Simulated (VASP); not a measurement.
# CaO (P6_3/mmc) in VASP: further runs, part 2 of 2

VASP 6.6.1.

### Step 3. Single point, r2SCAN (17.35 Å³/atom)

This run uses another cell than the first one, of 17.35 Å³/atom.

File POSCAR:

```
CaO
1.0
    4.0589134690      0.0000000000      0.0000000000
   -2.0294567345      3.5151221759      0.0000000000
    0.0000000000      0.0000000000      4.8640059415
Ca O
2 2
Direct
    0.3333333333      0.6666666667     -0.0625000000
    0.6666666667      0.3333333333      0.4375000000
    0.3333333333      0.6666666667      0.4375000000
    0.6666666667      0.3333333333      0.9375000000
```

File INCAR.step1:

```
SYSTEM = CaO
PREC = Accurate
ENCUT = 520
ISMEAR = 0
SIGMA = 0.01
LREAL = .False.
LASPH = .True.
NELM = 60
NBANDS = 24
GGA = PE
ALGO = Normal
EDIFF = 1E-4
LWAVE = .True.
LCHARG = .False.
```

File INCAR.step2:

```
SYSTEM = CaO
PREC = Accurate
ENCUT = 520
EDIFF = 1E-6
ISMEAR = 0
SIGMA = 0.01
LREAL = .False.
LASPH = .True.
NELM = 60
ALGO = Normal
ISIF = 2
LWAVE = .False.
LCHARG = .False.
METAGGA = R2SCAN
LMIXTAU = .True.
NBANDS = 24
ISTART = 1
```

File KPOINTS:

```
regular mesh
0
Gamma
  6 6 4
  0 0 0
```

Potentials or basis: VASP PAW PBE potentials, release 64 (Ca_sv, O).

Launch:

```console
cat potpaw_PBE.64/Ca_sv/POTCAR potpaw_PBE.64/O/POTCAR > POTCAR
cp INCAR.step1 INCAR
mpirun -np 1 vasp_std > vasp.out
cp INCAR.step2 INCAR
mpirun -np 1 vasp_std > vasp.out
```

OUTCAR:

```text
SYSTEM = CaO
   PREC = Accurate
   ENCUT = 520
   EDIFF = 1E-6
   ISMEAR = 0
   LREAL = .False.
   LASPH = .True.
   NELM = 60
   ISIF = 2
   METAGGA = R2SCAN
   ISTART = 1

 ion  position               nearest neighbor table
   1  0.333  0.667  0.938-   4 2.34   4 2.34   4 2.34   3 2.43   3 2.43
   2  0.667  0.333  0.438-   3 2.34   3 2.34   3 2.34   4 2.43   4 2.43
   3  0.333  0.667  0.438-   2 2.34   2 2.34   2 2.34   1 2.43   1 2.43
   4  0.667  0.333  0.938-   1 2.34   1 2.34   1 2.34   2 2.43   2 2.43

  LATTYP: Found a hexagonal cell.
 ALAT       =     4.0589134690
 C/A-ratio  =     1.1983517211

  Lattice vectors:

 A1 = (   4.0589134690,   0.0000000000,   0.0000000000)
 A2 = (  -2.0294567345,   3.5151221759,   0.0000000000)
 A3 = (   0.0000000000,   0.0000000000,   4.8640059415)

Analysis of symmetry for initial positions (statically):
=====================================================================
 Subroutine PRICEL returns:
 Original cell was already a primitive cell.

 Routine SETGRP: Setting up the symmetry group for a
 hexagonal supercell.

 Subroutine GETGRP returns: Found 24 space group operations
 (whereof  6 operations were pure point group operations)
 out of a pool of 24 trial point group operations.

The static configuration has the point symmetry C_3v.
 The point group associated with its full space group is D_6h.

Analysis of symmetry for dynamics (positions and initial velocities):
=====================================================================
 Subroutine PRICEL returns:
 Original cell was already a primitive cell.

 Routine SETGRP: Setting up the symmetry group for a
 hexagonal supercell.

 Subroutine GETGRP returns: Found 24 space group operations
 (whereof  6 operations were pure point group operations)
 out of a pool of 24 trial point group operations.

The dynamic configuration has the point symmetry C_3v.
 The point group associated with its full space group is D_6h.

 Subroutine INISYM returns: Found 24 space group operations
 (whereof  6 operations are pure point group operations),
 and found     1 'primitive' translations

----------------------------------------------------------------------------------------

                                     Primitive cell

  volume of cell :      69.3976

  direct lattice vectors                    reciprocal lattice vectors
     4.058913469  0.000000000  0.000000000     0.246371352  0.142242567  0.000000000
    -2.029456735  3.515122176  0.000000000     0.000000000  0.284485133  0.000000000
     0.000000000  0.000000000  4.864005942     0.000000000  0.000000000  0.205591854

  length of vectors
     4.058913469  4.058913469  4.864005942     0.284485133  0.284485133  0.205591854

  position of ions in fractional coordinates (direct lattice)
     0.333333333  0.666666667  0.937500000
     0.666666667  0.333333333  0.437500000
     0.333333333  0.666666667  0.437500000
     0.666666667  0.333333333  0.937500000

  ion indices of the primitive-cell ions
   primitive index   ion index
                 1           1
                 2           2
                 3           3
                 4           4

----------------------------------------------------------------------------------------

 KPOINTS: regular mesh

Automatic generation of k-mesh.
 Grid dimensions read from file:
 generate k-points for:    6    6    4

 Generating k-lattice:

  Cartesian coordinates                     Fractional coordinates (reciprocal lattice)
     0.041061892  0.023707094  0.000000000     0.166666667 -0.000000000  0.000000000
     0.000000000  0.047414189  0.000000000     0.000000000  0.166666667  0.000000000
     0.000000000  0.000000000  0.051397964     0.000000000  0.000000000  0.250000000

  Length of vectors
     0.047414189  0.047414189  0.051397964

  Shift w.r.t. Gamma in fractional coordinates (k-lattice)
     0.000000000  0.000000000  0.000000000

 Subroutine IBZKPT returns following result:
 ===========================================

 Found     21 irreducible k-points:

 Following reciprocal coordinates:
            Coordinates               Weight
  0.000000  0.000000  0.000000      1.000000
  0.166667  0.000000  0.000000      6.000000
  0.333333  0.000000  0.000000      6.000000
  0.500000 -0.000000  0.000000      3.000000
  0.166667  0.166667  0.000000      6.000000
  0.333333  0.166667  0.000000     12.000000
[... 13 lines left out ...]
  0.333333  0.166667  0.500000     12.000000
  0.333333  0.333333  0.500000      2.000000
   k-points           NKPTS =     21   k-points in BZ     NKDIM =     21   number of bands    NBANDS=     24
   number of dos      NEDOS =    301   number of ions     NIONS =      4
   total plane-waves  NPLWV =  32400
   dimension x,y,z NGX =    30 NGY =   30 NGZ =   36
   dimension x,y,z NGXF=    60 NGYF=   60 NGZF=   72
   ions per type =               2   2
   NGX,Y,Z   is equivalent  to a cutoff of  12.29, 12.29, 12.30 a.u.
   NGXF,Y,Z  is equivalent  to a cutoff of  24.57, 24.57, 24.61 a.u.
 SYSTEM =  CaO
   PREC   = accura    normal or accurate (medium, high low for compatibility)
   ISTART =      1    job   : 0-new  1-cont  2-samecut
   ICHARG =      0    charge: 1-file 2-atom 10-const
   ISPIN  =      1    spin polarized calculation?
   LNONCOLLINEAR =      F non collinear calculations
   LSORBIT =      F    spin-orbit coupling
   LASPH  =      T    aspherical Exc in radial PAW
   ENCUT  =  520.0 eV  38.22 Ry    6.18 a.u.   7.55  7.55  9.04*2*pi/ulx,y,z
   NELM   =     60;   NELMIN=  2; NELMDL=  0     # of ELM steps
   EDIFF  = 0.1E-05   stopping-criterion for ELM
   LREAL  =      F    real-space projection
   EDIFFG = 0.1E-04   stopping-criterion for IOM
   NSW    =      0    number of steps for IOM
   IBRION =     -1    ionic relax: 0-MD 1-quasi-New 2-CG
   NFREE  =      0    steps in history (QN), initial steepest desc. (CG)
   ISIF   =      2    stress and relaxation
   ISYM   =      2    0-nonsym 1-usesym 2-fastsym
   POTIM  = 0.5000    time-step for ionic-motion
   TEBEG  =    0.0;   TEEND  =   0.0 temperature during run
   PSTRESS=    0.0 pullay stress
   NELECT =      32.0000    total number of electrons
   NUPDOWN=      -1.0000    fix difference up-down
   EMIN   =  10.00;   EMAX   =-10.00  energy-range for DOS
   EFERMI =   0.00;   METHOD = LEGACY
   ISMEAR =     0;   SIGMA  =   0.01  broadening in eV -4-tet -1-fermi 0-gaus
   EFERMI_NEDOS =   21; number of points for ismear=-14 and -15
   IALGO  =     38    algorithm
   IMIX   =      4    mixing-type and parameters
     AMIX     =   0.40;   BMIX     =  1.00
     AMIX_MAG =   1.60;   BMIX_MAG =  1.00
  volume/ion in A,a.u.               =      17.35       117.08
  Fermi-wavevector in a.u.,A,eV,Ry     =   1.264766  2.390060 21.764316  1.599632
  Thomas-Fermi vector in A             =   2.398054
   LORBIT       =      0    0 simple, 1 ext, 2 COOP (PROOUT), +10 PAW based schemes
   METAGGA = R2SCAN    functional components
   LHFCALC =     F    Hartree Fock is set to
   AEXX    =    0.0000 exact exchange contribution
   IVDW    =     0    specifies the selected vdW correction
   LEPSILON=     F    determine dielectric tensor
   LRPA    =     F    only Hartree local field effects (RPA)
 non-spin polarized calculation
 Gauss-broadening in eV      SIGMA  =   0.01
  energy-cutoff  :      520.00
  volume of cell :       69.40
 maximum number of plane-waves:      1888
   NGX = 15   NGY = 15   NGZ = 19

 number of electron      32.0000011 magnetization

 Free energy of the ion-electron system (eV)
  ---------------------------------------------------
  ext. energy  EPLUGINS =         0.00000000
  ---------------------------------------------------
  free energy    TOTEN  =       -38.44864394 eV

  energy without entropy =      -38.44864394  energy(sigma->0) =      -38.44864394

 E-fermi :   0.9252     XC(G=0):  -9.7207

 val. band max:        0.7733763328   @ k =   0.0000   0.0000   0.0000
 cond. band min:       4.1798737752   @ k =   0.0000   0.0000   0.0000
 fundamental gap:      3.4064974423
 Fermi energy:         0.9252120850

 k-point     1 :       0.0000    0.0000    0.0000
  band No.  band energies     occupation
      1     -38.5114      2.00000
      2     -38.4079      2.00000
      3     -18.9092      2.00000
      4     -18.7122      2.00000
      5     -18.7122      2.00000
      6     -18.5477      2.00000
[... 556 lines left out ...]
     23       9.7170      0.00000
     24       9.7170      0.00000

------------------------ aborting loop because EDIFF is reached ----------------------------------------

  FORCE on cell =-STRESS in cart. coord.  units (eV):
  Direction    XX          YY          ZZ          XY          YZ          ZX
  --------------------------------------------------------------------------------------
  -------------------------------------------------------------------------------------
  Total       -1.6701144     -1.6701144     -1.9595113     -0.0000000      0.0000000      0.0000000
  in kB      -38.5578205    -38.5578205    -45.2391095     -0.0000000      0.0000000      0.0000000
  external PRESSURE =     -40.7849168 kB  Pullay stress =       0.0000000 kB

 VOLUME and BASIS-vectors are now :
 -----------------------------------------------------------------------------
  energy-cutoff  :      520.00
  volume of cell :       69.40
      direct lattice vectors                 reciprocal lattice vectors
     4.058913469  0.000000000  0.000000000     0.246371352  0.142242567  0.000000000
    -2.029456735  3.515122176  0.000000000     0.000000000  0.284485133  0.000000000
     0.000000000  0.000000000  4.864005942     0.000000000  0.000000000  0.205591854

 POSITION                                       TOTAL-FORCE (eV/Angst)
 -----------------------------------------------------------------------------------
     -0.00000      2.34341      4.56001         0.000000      0.000000      0.000000
      2.02946      1.17171      2.12800         0.000000     -0.000000      0.000000
     -0.00000      2.34341      2.12800        -0.000000      0.000000      0.000000
      2.02946      1.17171      4.56001        -0.000000     -0.000000      0.000000
 -----------------------------------------------------------------------------------
    total drift:                               -0.000000      0.000000      0.000000

  FREE ENERGIE OF THE ION-ELECTRON SYSTEM (eV)
  ---------------------------------------------------
  free  energy   TOTEN  =       -38.4486439369 eV

  energy  without entropy=      -38.4486439369  energy(sigma->0) =      -38.44864394
```

Run time: 62 s. Hardware: 1 thread of Intel Xeon 6975P-C (Granite Rapids), shared host; peak memory 0.2 GiB.

Results:

```yaml
Free_energy: -38.4486 eV
Pressure: -4.1 GPa
Band_gap_on_the_k_mesh: 3.41 eV
```

Caveat: the cell stands under tension; the structure was generated, so it needn't be the stable form of CaO; the PAW data sets were made with another functional, which shifts forces and pressure a little.
